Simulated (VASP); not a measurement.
Wanted: the native input for a VASP 6.6.1 run.

```yaml
Task: relaxation of cell and atoms
Functional: PBEsol
Potentials_or_basis: VASP PAW PBE potentials, release 64 (Yb)
Cutoff: 600 eV
k_mesh: 9 × 9 × 9
Occupations: fermi-dirac, width 0.1 eV
Spin: no spin polarisation
Dipole_correction: no
Further_INCAR_settings: ALGO = Normal; EDIFF = 1e-06; IBRION = 2; EDIFFG = -0.01; NSW = 80; ISIF = 3
```

The structure of Yb lies in POSCAR:

```
Yb
1.0
    3.5458978789      0.0000000000      0.0000000000
    0.0000000000      3.5458978789      0.0000000000
    0.0000000000      0.0000000000      3.5458978789
Yb
1
Direct
    0.0000000000      0.0000000000      0.0000000000
```

These files were run (other wordings do the same):

INCAR

```
  ALGO = Normal
  EDIFF = 1E-6
  EDIFFG = -0.01
  ENCUT = 600
  GGA = PS
  IBRION = 2
  ISIF = 3
  ISMEAR = -1
  LASPH = True
  LCHARG = False
  LREAL = False
  LWAVE = False
  NELM = 60
  NSW = 80
  PREC = Accurate
  SIGMA = 0.1
```

KPOINTS

```
k-points
0
Gamma
  9 9 9
```

Potentials or basis: VASP PAW PBE potentials, release 64 (Yb).

Command:

```console
$ cat potpaw_PBE.64/Yb/POTCAR > POTCAR
$ mpirun -np 1 vasp_std > vasp.out
```

It gave:

```
Relaxed volume                         : 33.88 Å³/atom
Relaxed cell                           : a = 3.236 Å, b = 3.236 Å, c = 3.236 Å, α = 90.00°, β = 90.00°, γ = 90.00°
Space group after relaxing (to 0.05 Å) : Pm-3m (No. 221)
Energy gained by relaxing              : 96.3 meV/atom
Ionic steps                            : 13
Pressure after relaxing                : 0.0 GPa
Band gap on the k mesh                 : zero (band 12 reaches 1.64 eV, above the bottom of band 13 at 1.46 eV)
```

Caveat: the volume moved by over 15 % at a fixed basis, so the end points are rough; the PAW data sets were made with another functional, which shifts forces and pressure a little; spin-orbit coupling is left out, which moves the levels of the heavy elements.

Run time: 11 min on 1 thread of AMD EPYC 7R13, with other jobs on the host, peak memory 0.16 GiB.
